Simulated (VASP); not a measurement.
# ZrS2 (P-3m1) in VASP: further runs, part 2 of 2

VASP 6.6.1. The steps go on from the part before.

## Step 4: Vibrations by perturbation theory, PBEsol (21.92 Å³/atom)

This run uses another cell than the first one, of 21.92 Å³/atom.

The input, INCAR:

```
SYSTEM = ZrS2
  ALGO = Normal
  EDIFF = 1E-8
  ENCUT = 500
  GGA = PS
  GGA_COMPAT = .False.
  IBRION = 8
  ISIF = 2
  ISMEAR = 0
  LASPH = .True.
  LCHARG = .False.
  LEPSILON = .True.
  LREAL = .False.
  LWAVE = .False.
  NELM = 120
  NSW = 1
  PREC = Accurate
  SIGMA = 0.01
```

The input, KPOINTS:

```
k-points
0
Gamma
  12 12 6
  0 0 0
```

The input, POSCAR:

```
ZrS2
1.0
    3.6191063065      0.0000000000      0.0000000000
   -1.8095531532      3.1342380004      0.0000000000
    0.0000000000      0.0000000000      5.7960984570
Zr S
1 2
Direct
    0.0000000000      0.0000000000      0.0000000000
    0.3333333333      0.6666666667      0.2511324738
    0.6666666667      0.3333333333      0.7488675262
```

Potentials or basis: VASP PAW PBE potentials, release 64 (Zr_sv, S).

Launch:

```console
> cat potpaw_PBE.64/Zr_sv/POTCAR potpaw_PBE.64/S/POTCAR > POTCAR
> mpirun -np 1 vasp_std > vasp.out
```

OUTCAR:

```text
SYSTEM = ZrS2
   EDIFF = 1E-8
   ENCUT = 500
   GGA = PS
   IBRION = 8
   ISIF = 2
   ISMEAR = 0
   LASPH = .True.
   LEPSILON = .True.
   LREAL = .False.
   NELM = 120
   NSW = 1
   PREC = Accurate

 ion  position               nearest neighbor table
   1  0.000  0.000  0.000-   2 2.55   3 2.55   2 2.55   3 2.55   3 2.55   2 2.55
   2  0.333  0.667  0.251-   1 2.55   1 2.55   1 2.55
[... 811 lines left out ...]
      1.809553  1.044746  4.340510     0.000000    0.000000    0.541730
[... 43 lines left out ...]
   9 f/i=    0.058313 THz     0.366389 2PiTHz    1.945098 cm-1     0.241161 meV
             X         Y         Z           dx          dy          dz
      0.000000  0.000000  0.000000     0.634208    0.416185   -0.000000
     -0.000000  2.089492  1.455589     0.385208    0.252784   -0.000000
      1.809553  1.044746  4.340510     0.385208    0.252784   -0.000000

--------------------------------------------------------------------------------------------------------

 MACROSCOPIC STATIC DIELECTRIC TENSOR IONIC CONTRIBUTION
 ------------------------------------------------------
          36.616147     0.000000     0.000000
           0.000000    36.616147    -0.000000
           0.000000    -0.000000     0.780757
 ------------------------------------------------------

 ELASTIC MODULI CONTR FROM IONIC RELAXATION (kBar)
 Direction    XX          YY          ZZ          XY          YZ          ZX
 --------------------------------------------------------------------------------
 XX        -516.4828   -325.0662   -658.0372     -0.0000    274.2658      0.0000
 YY        -325.0662   -516.4828   -658.0372     -0.0000   -274.2658     -0.0000
 ZZ        -658.0372   -658.0372  -1029.0854     -0.0000     -0.0000      0.0000
 XY          -0.0000     -0.0000     -0.0000    -95.7083     -0.0000    246.4183
 YZ         274.2658   -274.2658     -0.0000     -0.0000   -785.9478     -0.0000
 ZX           0.0000     -0.0000      0.0000    246.4183     -0.0000   -634.4487
 --------------------------------------------------------------------------------

 PIEZOELECTRIC TENSOR IONIC CONTR  for field in x, y, z        (C/m^2)
          XX          YY          ZZ          XY          YZ          ZX
  --------------------------------------------------------------------------------
  x     0.00000    -0.00000     0.00000    -0.00000    -0.00000     0.00000
  y     0.00000    -0.00000    -0.00000     0.00000    -0.00000    -0.00000
  z    -0.00000    -0.00000    -0.00000     0.00000     0.00000    -0.00000
```

stdout:

```text
POSCAR found type information on POSCAR ZrS
 POSCAR found :  2 types and       3 ions
 scaLAPACK will be used
 -----------------------------------------------------------------------------
|                                                                             |
|                                                                             |
[... 47 lines left out ...]
 first order change of Fermi-energy   0.16117E-03
 force on displaced ion       2 direction 1 :  -4.636   0.000   0.000
 Born effective charge ion    2 direction 1 :  -3.528   0.000  -0.000
 Linear response progress:
 first order change of Fermi-energy   0.13591E+02
 force on displaced ion       2 direction 3 :  -0.000  -0.000  -9.544
 Born effective charge ion    2 direction 3 :   0.000  -0.000  -1.022
 Born effective charges drift removed
 Linear response finished
```

Wall time 45 min (1 thread of Intel Xeon 6975P-C (Granite Rapids), shared host); peak memory 0.98 GiB.

What came out:

```
Electronic dielectric tensor (diagonal)                 : 12.42, 12.42, 6.40
Born charges (mean of the diagonal)                     : Zr +5.38; S -2.69 e
Highest phonon frequency at Γ, LO-TO splitting left out : 325 cm⁻¹
```

Phonon frequencies in cm⁻¹ (negative: imaginary):
```
              q point                      frequencies
(0.000, 0.000, 0.000)  -2 -2 0 163 163 252 252 316 325
```

Electronic dielectric tensor:
```
12.42  0.00  0.00
 0.00 12.42  0.00
 0.00  0.00  6.40
```

Born effective charge tensors (e):
atom 1, Zr
```
7.05 0.00 0.00
0.00 7.05 0.00
0.00 0.00 2.04
```
atom 2, S
```
-3.52  0.00  0.00
 0.00 -3.52  0.00
 0.00  0.00 -1.02
```
atom 3, S
```
-3.52  0.00  0.00
 0.00 -3.52  0.00
 0.00  0.00 -1.02
```

Caveat: the PAW data sets were made with another functional, which shifts forces and pressure a little; this functional lacks dispersion, which binds the layers, so the pressure and a relaxed spacing across them are unreliable.

## Step 5: Vibrations by perturbation theory, PBEsol

This run uses another cell than the first one, of 16.84 Å³/atom.

The input, INCAR:

```
PREC = Accurate
ENCUT = 500
EDIFF = 1E-8
ISMEAR = -1
SIGMA = 0.15
LREAL = F
LASPH = T
NELM = 120
ALGO = Normal
ISIF = 2
LWAVE = F
LCHARG = F
GGA = PS
IBRION = 8
NSW = 1
GGA_COMPAT = F
```

The input, KPOINTS:

```
Automatic mesh
0
Gamma
  12 12 8
```

The input, POSCAR:

```
ZrS2
1.0
    3.3626581251      0.0000000000      0.0000000000
   -1.6813290626      2.9121473606      0.0000000000
    0.0000000000      0.0000000000      5.1576063184
Zr S
1 2
Direct
    0.0000000000      0.0000000000      0.0000000000
    0.3333333333      0.6666666667      0.2953670635
    0.6666666667      0.3333333333      0.7046329365
```

Potentials or basis: VASP PAW PBE potentials, release 64 (Zr_sv, S).

Launch:

```console
> cat potpaw_PBE.64/Zr_sv/POTCAR potpaw_PBE.64/S/POTCAR > POTCAR
> mpirun -np 1 vasp_std > vasp.out
```

OUTCAR:

```text
PREC = Accurate
   ENCUT = 500
   EDIFF = 1E-8
   ISMEAR = -1
   LREAL = F
   LASPH = T
   NELM = 120
   ISIF = 2
   GGA = PS
   IBRION = 8
   NSW = 1

 ion  position               nearest neighbor table
   1  0.000  0.000  0.000-   2 2.47   3 2.47   3 2.47   2 2.47   3 2.47   2 2.47
   2  0.333  0.667  0.295-   1 2.47   1 2.47   1 2.47
   3  0.667  0.333  0.705-   1 2.47   1 2.47   1 2.47

  LATTYP: Found a hexagonal cell.
 ALAT       =     3.3626581251
 C/A-ratio  =     1.5337884871

  Lattice vectors:

 A1 = (   3.3626581251,   0.0000000000,   0.0000000000)
 A2 = (  -1.6813290626,   2.9121473606,   0.0000000000)
 A3 = (   0.0000000000,   0.0000000000,   5.1576063184)

Analysis of symmetry for initial positions (statically):
[... 713 lines left out ...]
  x     0.00000    -0.00000     0.00000    -5.41880    -0.00000    10.58586
  y    -5.41880     5.41880     0.00000    -0.00000    11.69863    -0.00000
  z    13.09754    13.09754    13.36589    -0.00000     0.00000     0.00000

 SECOND DERIVATIVES (NOT SYMMETRIZED)
 ------------------------------------
               1X          1Y          1Z          2X          2Y          2Z          3X          3Y          3Z
  1X    -6.475850    0.000000    0.000000    3.237925   -0.000000    0.000000    3.237925   -0.000000    0.000000
  1Y     0.000000   -6.475850    0.000000   -0.000000    3.237925    0.000000   -0.000000    3.237925    0.000000
  1Z     0.000000    0.000000  -21.614542    0.000000   -0.000000   10.807271    0.000000   -0.000000   10.807271
  2X     3.223936   -0.000000    0.000000   -5.904491    0.000000   -0.000000    2.680555   -0.000000   -0.000000
  2Y    -0.000000    3.223936    0.000000    0.000000   -5.904491   -0.000000   -0.000000    2.680555    0.000000
  2Z     0.000000    0.000000   10.809783   -0.000000   -0.000000  -14.743817    0.000000    0.000000    3.934034
  3X     3.223936   -0.000000    0.000000    2.680555   -0.000000   -0.000000   -5.904491    0.000000   -0.000000
  3Y    -0.000000    3.223936    0.000000   -0.000000    2.680555    0.000000    0.000000   -5.904491   -0.000000
  3Z     0.000000    0.000000   10.809783    0.000000    0.000000    3.934034   -0.000000   -0.000000  -14.743817

 Eigenvectors and eigenvalues of the dynamical matrix
 ----------------------------------------------------

   1 f  =   11.931410 THz    74.967262 2PiTHz  397.989009 cm-1    49.344326 meV
             X         Y         Z           dx          dy          dz
      0.000000  0.000000  0.000000     0.000000    0.000000    0.000000
     -0.000000  1.941432  1.523387     0.000000   -0.000000   -0.707107
      1.681329  0.970716  3.634219    -0.000000    0.000000    0.707107
[... 43 lines left out ...]
   9 f/i=    0.006904 THz     0.043377 2PiTHz    0.230281 cm-1     0.028551 meV
             X         Y         Z           dx          dy          dz
      0.000000  0.000000  0.000000    -0.674867    0.361522    0.000000
     -0.000000  1.941432  1.523387    -0.400983    0.214804    0.000000
      1.681329  0.970716  3.634219    -0.400983    0.214804    0.000000

--------------------------------------------------------------------------------------------------------

 ELASTIC MODULI CONTR FROM IONIC RELAXATION (kBar)
 Direction    XX          YY          ZZ          XY          YZ          ZX
 --------------------------------------------------------------------------------
 XX        -799.7050   -365.7051   -594.6441      0.0000    468.4807     -0.0000
 YY        -365.7051   -799.7050   -594.6441      0.0000   -468.4807      0.0000
 ZZ        -594.6441   -594.6441   -606.8277      0.0000      0.0000     -0.0000
 XY           0.0000      0.0000      0.0000   -216.9999      0.0000    423.9190
 YZ         468.4807   -468.4807      0.0000      0.0000  -1011.4019      0.0000
 ZX          -0.0000      0.0000     -0.0000    423.9190      0.0000   -828.1447
 --------------------------------------------------------------------------------
```

OSZICAR:

```text
N       E                     dE             d eps       ncg     rms          rms(c)
DAV:   1     0.167314726551E+03    0.16731E+03   -0.12560E+04  4192   0.140E+03
DAV:   2    -0.144548109135E+02   -0.18177E+03   -0.17959E+03  5504   0.326E+02
DAV:   3    -0.229770522173E+02   -0.85222E+01   -0.84865E+01  7272   0.648E+01
DAV:   4    -0.231374868614E+02   -0.16043E+00   -0.16041E+00  5704   0.820E+00
[... 114 lines left out ...]
RMM:  14    -0.124477265556E+00   -0.31120E-07   -0.25123E-07 10111   0.934E-05    0.728E-06
RMM:  15    -0.124477276706E+00   -0.11150E-07   -0.26380E-07 10656   0.525E-05    0.395E-06
RMM:  16    -0.124477279071E+00   -0.23647E-08   -0.11058E-07 10511   0.350E-05    0.507E-06
RMM:  17    -0.124477287022E+00   -0.79509E-08   -0.84994E-08  9622   0.276E-05    0.835E-07
 Linear response finished
```

stdout:

```text
POSCAR found type information on POSCAR ZrS
 POSCAR found :  2 types and       3 ions
 scaLAPACK will be used
 -----------------------------------------------------------------------------
|                                                                             |
|                                                                             |
|     You enforced a specific xc type in the INCAR file but a different       |
|     I HOPE YOU KNOW WHAT YOU ARE DOING!                                     |
|                                                                             |
 -----------------------------------------------------------------------------

 LDA part: xc-table for (Slater+PW92), standard interpolation
 POSCAR, INCAR and KPOINTS ok, starting setup
 FFT: planning ... GRIDC
 FFT: planning ... GRID_SOFT
 FFT: planning ... GRID
 WAVECAR not read
 entering main loop
 Linear response reoptimize wavefunctions to high precision
 Linear response DOF=           4
 Linear response progress:
 first order change of Fermi-energy   0.16857E-03
 force on displaced ion       1 direction 1 :  -6.476   0.000   0.000
 Linear response progress:
 first order change of Fermi-energy   0.15270E-03
 force on displaced ion       1 direction 3 :   0.000  -0.000 -21.615
 Linear response progress:
 first order change of Fermi-energy  -0.10764E-04
 force on displaced ion       2 direction 1 :  -5.904   0.001   0.000
 Linear response progress:
 first order change of Fermi-energy   0.25398E+00
 force on displaced ion       2 direction 3 :  -0.000   0.000 -14.744
 Linear response finished
```

Run time: 20 min. Hardware: 1 thread of Intel Xeon 6975P-C (Granite Rapids), shared host; peak memory 0.93 GiB.

What came out:

| Property | Result |
| --- | --- |
| Highest phonon frequency at Γ, LO-TO splitting left out | 398 cm⁻¹ |

Phonon frequencies in cm⁻¹ (negative: imaginary):
| q point | frequencies |
| --- | --- |
| (0.000, 0.000, 0.000) | 0 0 0 216 216 270 270 395 398 |

Caveat: the cell stands under pressure or tension, which shifts response properties; the PAW data sets were made with another functional, which shifts forces and pressure a little.
